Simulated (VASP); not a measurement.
# LiF (I4/mmm) in VASP: further runs

LiF is run at these levels: PBE; tasks: single point, relaxation of cell and atoms.

Program: VASP 6.6.1. These are calculated values, not measurements. Logs are shortened: lines on timing, memory, paths and dates and some standing lists are left out, and cuts for length are marked.

### 1 The cell of the first run

Symmetry: I4/mmm, No. 139, tetragonal system. Conventional cell: a = 3.681 Å, b = 3.681 Å, c = 10.138 Å, α = 90.00°, β = 90.00°, γ = 90.00°. Within 2.5 Å of Li (site symmetry -4m2) lie 4 F at 1.90 Å. Within 2.5 Å of F (site symmetry 4mm) lie 4 Li at 1.90 Å.

The cell was built from a structure type or drawn by symmetry, and may not be a known phase.

### 2 Single point, PBE

The input, INCAR:

```
ALGO = Normal
EDIFF = 1E-6
ENCUT = 520
GGA = PE
ISIF = 2
ISMEAR = 0
LASPH = True
LCHARG = False
LREAL = False
LWAVE = False
NBANDS = 18
NELM = 100
PREC = Accurate
SIGMA = 0.02
```

The input, KPOINTS:

```
k-points
0
Gamma
  10 10 10
```

The input, POSCAR:

```
LiF
1.0
   -1.8406191536      1.8406191536      5.0688811719
    1.8406191536     -1.8406191536      5.0688811719
    1.8406191536      1.8406191536     -5.0688811719
Li F
2 2
Direct
    0.7500000000      0.2500000000      0.5000000000
    0.2500000000      0.7500000000      0.5000000000
    0.2952992740      0.2952992740      0.0000000000
    0.7047007260      0.7047007260      0.0000000000
```

Potentials or basis: VASP PAW PBE potentials, release 64 (Li_sv, F).

Run with:

```sh
$ cat potpaw_PBE.64/Li_sv/POTCAR potpaw_PBE.64/F/POTCAR > POTCAR
$ mpirun -np 1 vasp_std > vasp.out
```

OUTCAR:

```text
EDIFF = 1E-6
   ENCUT = 520
   GGA = PE
   ISIF = 2
   ISMEAR = 0
   LASPH = True
   LREAL = False
   NELM = 100
   PREC = Accurate

 ion  position               nearest neighbor table
   1  0.750  0.250  0.500-   3 1.90   4 1.90   3 1.90   4 1.90   2 2.60   2 2.60   2 2.60   2 2.60

   2  0.250  0.750  0.500-   3 1.90   4 1.90   3 1.90   4 1.90   1 2.60   1 2.60   1 2.60   1 2.60

   3  0.295  0.295  0.000-   1 1.90   2 1.90   2 1.90   1 1.90
   4  0.705  0.705  0.000-   2 1.90   1 1.90   1 1.90   2 1.90

  LATTYP: Found a body centered tetragonal cell.
 ALAT       =     3.6812383072
 C/A-ratio  =     2.7539000461

  Lattice vectors:

 A1 = (  -1.8406191536,   1.8406191536,   5.0688811719)
 A2 = (   1.8406191536,  -1.8406191536,   5.0688811719)
 A3 = (   1.8406191536,   1.8406191536,  -5.0688811719)

Analysis of symmetry for initial positions (statically):
=====================================================================
 Subroutine PRICEL returns:
 Original cell was already a primitive cell.

 Routine SETGRP: Setting up the symmetry group for a
 body centered tetragonal supercell.

 Subroutine GETGRP returns: Found 16 space group operations
 (whereof 16 operations were pure point group operations)
 out of a pool of 16 trial point group operations.

The static configuration has the point symmetry D_4h.

Analysis of symmetry for dynamics (positions and initial velocities):
=====================================================================
 Subroutine PRICEL returns:
 Original cell was already a primitive cell.

 Routine SETGRP: Setting up the symmetry group for a
 body centered tetragonal supercell.

 Subroutine GETGRP returns: Found 16 space group operations
 (whereof 16 operations were pure point group operations)
 out of a pool of 16 trial point group operations.

The dynamic configuration has the point symmetry D_4h.

 Subroutine INISYM returns: Found 16 space group operations
 (whereof 16 operations are pure point group operations),
 and found     1 'primitive' translations

----------------------------------------------------------------------------------------

                                     Primitive cell

  volume of cell :      68.6910

  direct lattice vectors                    reciprocal lattice vectors
    -1.840619154  1.840619154  5.068881172     0.000000000  0.271647722  0.098641097
     1.840619154 -1.840619154  5.068881172     0.271647722  0.000000000  0.098641097
     1.840619154  1.840619154 -5.068881172     0.271647722  0.271647722  0.000000000

  length of vectors
     5.698185156  5.698185156  5.698185156     0.289002683  0.289002683  0.384167893

  position of ions in fractional coordinates (direct lattice)
     0.750000000  0.250000000  0.500000000
     0.250000000  0.750000000  0.500000000
     0.295299274  0.295299274  0.000000000
     0.704700726  0.704700726  0.000000000

  ion indices of the primitive-cell ions
   primitive index   ion index
                 1           1
                 2           2
                 3           3
                 4           4

----------------------------------------------------------------------------------------

 KPOINTS: k-points

Automatic generation of k-mesh.
 Grid dimensions read from file:
 generate k-points for:   10   10   10

 Generating k-lattice:

  Cartesian coordinates                     Fractional coordinates (reciprocal lattice)
     0.000000000  0.027164772  0.009864110     0.100000000  0.000000000  0.000000000
     0.027164772  0.000000000  0.009864110     0.000000000  0.100000000  0.000000000
     0.027164772  0.027164772  0.000000000     0.000000000  0.000000000  0.100000000

  Length of vectors
     0.028900268  0.028900268  0.038416789

  Shift w.r.t. Gamma in fractional coordinates (k-lattice)
     0.000000000  0.000000000  0.000000000

 Subroutine IBZKPT returns following result:
 ===========================================

 Found    102 irreducible k-points:

 Following reciprocal coordinates:
            Coordinates               Weight
  0.000000  0.000000  0.000000      1.000000
  0.100000  0.000000 -0.000000      8.000000
  0.200000  0.000000 -0.000000      8.000000
  0.300000  0.000000  0.000000      8.000000
  0.400000  0.000000 -0.000000      8.000000
  0.500000  0.000000 -0.000000      4.000000
[... 16 lines left out ...]
  0.300000  0.300000  0.000000      8.000000
  0.400000  0.300000 -0.000000     16.000000
 [... further k-points ...]
   k-points           NKPTS =    102   k-points in BZ     NKDIM =    102   number of bands    NBANDS=     18
   number of dos      NEDOS =    301   number of ions     NIONS =      4
   total plane-waves  NPLWV =  74088
   dimension x,y,z NGX =    42 NGY =   42 NGZ =   42
   dimension x,y,z NGXF=    84 NGYF=   84 NGZF=   84
   ions per type =               2   2
   NGX,Y,Z   is equivalent  to a cutoff of  12.25, 12.25, 12.25 a.u.
   NGXF,Y,Z  is equivalent  to a cutoff of  24.51, 24.51, 24.51 a.u.
 SYSTEM =  unknown system
   PREC   = accura    normal or accurate (medium, high low for compatibility)
   ISTART =      0    job   : 0-new  1-cont  2-samecut
   ICHARG =      2    charge: 1-file 2-atom 10-const
   ISPIN  =      1    spin polarized calculation?
   LNONCOLLINEAR =      F non collinear calculations
   LSORBIT =      F    spin-orbit coupling
   LASPH  =      T    aspherical Exc in radial PAW
   ENCUT  =  520.0 eV  38.22 Ry    6.18 a.u.  10.59 10.59 10.59*2*pi/ulx,y,z
   NELM   =    100;   NELMIN=  2; NELMDL= -5     # of ELM steps
   EDIFF  = 0.1E-05   stopping-criterion for ELM
   LREAL  =      F    real-space projection
   EDIFFG = 0.1E-04   stopping-criterion for IOM
   NSW    =      0    number of steps for IOM
   IBRION =     -1    ionic relax: 0-MD 1-quasi-New 2-CG
   NFREE  =      0    steps in history (QN), initial steepest desc. (CG)
   ISIF   =      2    stress and relaxation
   ISYM   =      2    0-nonsym 1-usesym 2-fastsym
   POTIM  = 0.5000    time-step for ionic-motion
   TEBEG  =    0.0;   TEEND  =   0.0 temperature during run
   PSTRESS=    0.0 pullay stress
   NELECT =      20.0000    total number of electrons
   NUPDOWN=      -1.0000    fix difference up-down
   EMIN   =  10.00;   EMAX   =-10.00  energy-range for DOS
   EFERMI =   0.00;   METHOD = LEGACY
   ISMEAR =     0;   SIGMA  =   0.02  broadening in eV -4-tet -1-fermi 0-gaus
   EFERMI_NEDOS =   21; number of points for ismear=-14 and -15
   IALGO  =     38    algorithm
   IMIX   =      4    mixing-type and parameters
     AMIX     =   0.40;   BMIX     =  1.00
     AMIX_MAG =   1.60;   BMIX_MAG =  1.00
  volume/ion in A,a.u.               =      17.17       115.89
  Fermi-wavevector in a.u.,A,eV,Ry     =   1.085054  2.050455 16.018724  1.177343
  Thomas-Fermi vector in A             =   2.221159
   LORBIT       =      0    0 simple, 1 ext, 2 COOP (PROOUT), +10 PAW based schemes
   GGA     = PE    functional components
   LHFCALC =     F    Hartree Fock is set to
   AEXX    =    0.0000 exact exchange contribution
   IVDW    =     0    specifies the selected vdW correction
   LEPSILON=     F    determine dielectric tensor
   LRPA    =     F    only Hartree local field effects (RPA)
 non-spin polarized calculation
 Gauss-broadening in eV      SIGMA  =   0.02
  energy-cutoff  :      520.00
  volume of cell :       68.69
 maximum number of plane-waves:      1871
   NGX = 21   NGY = 21   NGZ = 21

 number of electron      20.0000001 magnetization

 Free energy of the ion-electron system (eV)
  ---------------------------------------------------
  ext. energy  EPLUGINS =         0.00000000
  ---------------------------------------------------
  free energy    TOTEN  =       -18.85483598 eV

  energy without entropy =      -18.85483598  energy(sigma->0) =      -18.85483598

 E-fermi :  -4.5073     XC(G=0):  -6.1734

 val. band max:       -4.7798415193   @ k =  -0.3000   0.4000   0.3000
 cond. band min:       1.6839570543   @ k =   0.0000   0.0000   0.0000
 fundamental gap:      6.4637985736
 Fermi energy:        -4.5072575196

 k-point     1 :       0.0000    0.0000    0.0000
  band No.  band energies     occupation
      1     -45.6472      2.00000
      2     -45.5570      2.00000
      3     -24.0287      2.00000
      4     -23.6242      2.00000
      5      -6.5809      2.00000
      6      -6.5809      2.00000
[... 10 lines left out ...]
     17      12.1520      0.00000
     18      12.1522      0.00000

 k-point     2 :       0.1000    0.0000   -0.0000
  band No.  band energies     occupation
      1     -45.6447      2.00000
      2     -45.5589      2.00000
      3     -24.0236      2.00000
      4     -23.6393      2.00000
      5      -6.5616      2.00000
      6      -6.5424      2.00000
[... 10 lines left out ...]
     17      12.2143      0.00000
     18      12.3396      0.00000

 k-point     3 :       0.2000    0.0000   -0.0000
  band No.  band energies     occupation
      1     -45.6375      2.00000
      2     -45.5646      2.00000
      3     -24.0072      2.00000
      4     -23.6812      2.00000
      5      -6.4970      2.00000
      6      -6.4302      2.00000
[... 10 lines left out ...]
     17      12.3327      0.00000
     18      12.7303      0.00000

 k-point     4 :       0.3000    0.0000    0.0000
  band No.  band energies     occupation
      1     -45.6267      2.00000
      2     -45.5736      2.00000
      3     -23.9779      2.00000
      4     -23.7419      2.00000
      5      -6.3765      2.00000
      6      -6.2541      2.00000
[... 375 lines left out ...]
      4     -23.7295      2.00000
      5      -6.4801      2.00000
      6      -6.2392      2.00000
[... 10 lines left out ...]
     17      11.2180      0.00000
     18      13.3287      0.00000

 k-point    23 :       0.3000    0.3000    0.0000
  band No.  band energies     occupation
      1     -45.6137      2.00000
      2     -45.5825      2.00000
      3     -23.9591      2.00000
      4     -23.8226      2.00000
      5      -6.3988      2.00000
      6      -5.9234      2.00000
[... 10 lines left out ...]
     17      11.5216      0.00000
     18      11.8212      0.00000

 k-point    24 :       0.4000    0.3000   -0.0000
  band No.  band energies     occupation
      1     -45.6056      2.00000
      2     -45.5892      2.00000
      3     -23.9380      2.00000
      4     -23.8673      2.00000
      5      -6.3369      2.00000
      6      -6.0828      2.00000
[... 10 lines left out ...]
     17      10.8749      0.00000
     18      12.0260      0.00000

 [... further k-points ...]

------------------------ aborting loop because EDIFF is reached ----------------------------------------

  FORCE on cell =-STRESS in cart. coord.  units (eV):
  Direction    XX          YY          ZZ          XY          YZ          ZX
  --------------------------------------------------------------------------------------
  -------------------------------------------------------------------------------------
  Total       -0.0192579     -0.0192579     -0.0723560      0.0000000      0.0000000      0.0000000
  in kB       -0.4491790     -0.4491790     -1.6876602      0.0000000      0.0000000      0.0000000
  external PRESSURE =      -0.8620061 kB  Pullay stress =       0.0000000 kB

 VOLUME and BASIS-vectors are now :
 -----------------------------------------------------------------------------
  energy-cutoff  :      520.00
  volume of cell :       68.69
      direct lattice vectors                 reciprocal lattice vectors
    -1.840619154  1.840619154  5.068881172     0.000000000  0.271647722  0.098641097
     1.840619154 -1.840619154  5.068881172     0.271647722  0.000000000  0.098641097
     1.840619154  1.840619154 -5.068881172     0.271647722  0.271647722  0.000000000

 POSITION                                       TOTAL-FORCE (eV/Angst)
 -----------------------------------------------------------------------------------
      0.00000      1.84062      2.53444        -0.000000     -0.000000     -0.000000
      1.84062      0.00000      2.53444        -0.000000     -0.000000     -0.000000
      0.00000      0.00000      2.99367         0.000000      0.000000      0.001576
      0.00000      0.00000      7.14409        -0.000000     -0.000000     -0.001576
 -----------------------------------------------------------------------------------
    total drift:                               -0.000000     -0.000000      0.000000

  FREE ENERGIE OF THE ION-ELECTRON SYSTEM (eV)
  ---------------------------------------------------
  free  energy   TOTEN  =       -18.8548359846 eV

  energy  without entropy=      -18.8548359846  energy(sigma->0) =      -18.85483598
```

Wall time 2.5 min (1 thread of AMD EPYC 7R13 (Zen 3), shared host); peak memory 0.27 GiB.

Results:

```
Free energy            : -18.8548 eV
Band gap on the k mesh : 6.46 eV (least direct gap 6.65 eV)
```

Caveat: the cutoff is under 1.25 times the usual one of these potentials, so pressure, stress and relaxed cells hold a basis-set (Pulay) error. A k mesh can miss the band edges.

### 3 Relaxation of cell and atoms, PBE

This run uses another cell than the first one, of 15.09 Å³/atom.

The input, INCAR:

```
SYSTEM = LiF
ALGO = Normal
EDIFF = 1E-6
EDIFFG = -0.01
ENCUT = 600
GGA = PE
IBRION = 2
ISIF = 3
ISMEAR = 0
LASPH = .True.
LCHARG = .False.
LREAL = .False.
LWAVE = .False.
NELM = 100
NSW = 100
PREC = Accurate
SIGMA = 0.02
```

The input, KPOINTS:

```
k-points
0
Gamma
  10 10 10
  0 0 0
```

The input, POSCAR:

```
LiF
1.0
   -1.8455383529      1.8455383529      4.4293152049
    1.8455383529     -1.8455383529      4.4293152049
    1.8455383529      1.8455383529     -4.4293152049
Li F
2 2
Direct
    0.7500000000      0.2500000000      0.5000000000
    0.2500000000      0.7500000000      0.5000000000
    0.2993252211      0.2993252211      0.0000000000
    0.7006747789      0.7006747789      0.0000000000
```

Potentials or basis: VASP PAW PBE potentials, release 64 (Li_sv, F).

Run with:

```sh
$ cat potpaw_PBE.64/Li_sv/POTCAR potpaw_PBE.64/F/POTCAR > POTCAR
$ mpirun -np 1 vasp_std > vasp.out
```

Run time: 2.6 min. Hardware: 1 thread of AMD EPYC 7R13 (Zen 3), shared host; peak memory 0.28 GiB.

The run converged. Its results:

```yaml
Free_energy: -18.8506 eV
Relaxed_volume: 15.05 Å³/atom
Relaxed_cell: a = 5.139 Å, b = 5.139 Å, c = 5.139 Å, α = 137.95°, β = 137.95°, γ = 60.98°
Space_group_after_relaxing_to_0.1_Å: I4/mmm (No. 139)
Energy_gained_by_relaxing: 0.0 meV/atom
Ionic_steps: 2
Pressure_after_relaxing: -0.1 GPa
Largest_force_after_relaxing: 0.008 eV/Å
Band_gap_on_the_k_mesh: 6.46 eV (least direct gap 6.70 eV)
```

Forces in eV/Å, atoms in the order of the input:
```
Li   0.000  0.000  0.000
Li   0.000  0.000  0.000
F    0.000  0.000  0.008
F    0.000  0.000 -0.008
```

Step by step:
| step | energy change (eV) | largest force (eV/Å) | pressure (GPa) | volume (Å³) |
| --- | --- | --- | --- | --- |
| 1 | 0.0000 | 0.0008 | -0.16 | 60.35 |
| 2 | -0.0001 | 0.0079 | -0.06 | 60.22 |

Final structure:
```
Li F
1.0
    -1.84374    1.84374    4.42852
     1.84374   -1.84374    4.42852
     1.84374    1.84374   -4.42852
Li F
2 2
Direct
  0.75000 0.25000 0.50000
  0.25000 0.75000 0.50000
  0.29933 0.29933 0.00000
  0.70067 0.70067 0.00000
```

Levels at points of the mesh, in eV from the valence-band top:
| k point | band 8 | band 9 | band 10 | band 11 | band 12 | band 13 |
| --- | --- | --- | --- | --- | --- | --- |
| (0.00, 0.00, 0.00) | -0.34 | -0.24 | -0.24 | 6.46 | 11.54 | 14.70 |
| (0.50, 0.00, 0.00) | -1.06 | -0.25 | -0.07 | 9.12 | 9.85 | 12.68 |
| (0.50, 0.50, 0.00) | -0.36 | -0.13 | -0.08 | 10.58 | 10.71 | 12.12 |
| (0.50, 0.50, 0.50) | -0.22 | -0.22 | -0.14 | 7.78 | 10.17 | 15.75 |

Caveat: the cutoff is under 1.25 times the usual one of these potentials, so pressure, stress and relaxed cells hold a basis-set (Pulay) error. A k mesh can miss the band edges.

(Part 1 of 2 ends here.)
